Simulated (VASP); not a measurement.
Here is a VASP 6.6.1 calculation.

The input INCAR:

```
SYSTEM = Ge2N
PREC = Accurate
ENCUT = 520
EDIFF = 1E-6
ISMEAR = 0
SIGMA = 0.1
LREAL = .False.
LASPH = .True.
NELM = 80
ALGO = Normal
ISIF = 2
LWAVE = .False.
LCHARG = .False.
GGA = PE
NBANDS = 24
```

The input KPOINTS:

```
regular mesh
0
Gamma
  18 18 18
  0 0 0
```

The input POSCAR:

```
Ge2N
1.0
    1.5009265564      0.8665603514      6.2577841860
   -1.5009265564      0.8665603514      6.2577841860
    0.0000000000     -1.7331207027      6.2577841860
Ge N
2 1
Direct
    0.2534322432      0.2534322432      0.2534322432
    0.4510413883      0.4510413883      0.4510413883
    0.9622263685      0.9622263685      0.9622263685
```

Potentials or basis: VASP PAW PBE potentials, release 64 (Ge_d, N).

The run is started by

```bash
$ cat potpaw_PBE.64/Ge_d/POTCAR potpaw_PBE.64/N/POTCAR > POTCAR
$ mpirun -np 1 vasp_std > vasp.out
```

(1) Predict the pressure.

(2) Predict the band gap on the k mesh.

(3) What does it give for the largest force?

Results:

(1) -0.1 GPa.

(2) zero (an odd number of electrons rules out a gap without spin polarisation).

(3) 0.022 eV/Å.
